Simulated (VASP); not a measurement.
Set up this calculation in VASP 6.6.1, as the native input.

```
Task                   : single point
Functional             : PBE
Potentials or basis    : VASP PAW PBE potentials, release 64 (Al, N)
Cutoff                 : 520 eV
k mesh                 : 10 × 10 × 10
Occupations            : gaussian, width 0.05 eV
Spin                   : no spin polarisation
Dipole correction      : no
Further INCAR settings : ALGO = Normal; EDIFF = 1e-06; NBANDS = 11
```

The structure of AlN lies in POSCAR:

```
AlN
1.0
    0.0000000000      2.2195293472      2.2195293472
    2.2195293472      0.0000000000      2.2195293472
    2.2195293472      2.2195293472      0.0000000000
Al N
1 1
Direct
   -0.0045751888      0.0045751888      0.0045751888
    0.7588131387      0.7411868613      0.7411868613
```

The input as run:

INCAR

```
SYSTEM = AlN
PREC = Accurate
ENCUT = 520
EDIFF = 1E-6
ISMEAR = 0
SIGMA = 0.05
LREAL = .FALSE.
LASPH = .TRUE.
NELM = 80
ALGO = Normal
ISIF = 2
LWAVE = .FALSE.
LCHARG = .FALSE.
GGA = PE
NBANDS = 11
```

KPOINTS

```
regular mesh
0
G
  10 10 10
  0 0 0
```

Potentials or basis: VASP PAW PBE potentials, release 64 (Al, N).

Run with:

```bash
$ cat potpaw_PBE.64/Al/POTCAR potpaw_PBE.64/N/POTCAR > POTCAR
$ mpirun -np 1 vasp_std > vasp.out
```

It gave:

| Quantity | Value |
| --- | --- |
| Pressure | -4.4 GPa |
| Largest force | 0.755 eV/Å |
| Band gap on the k mesh | 3.14 eV, indirect (least direct gap 3.62 eV) |

Run time: 42 s on 1 thread of AMD EPYC 7R13 Processor (Zen 3), with other jobs on the host, peak memory 0.13 GiB.
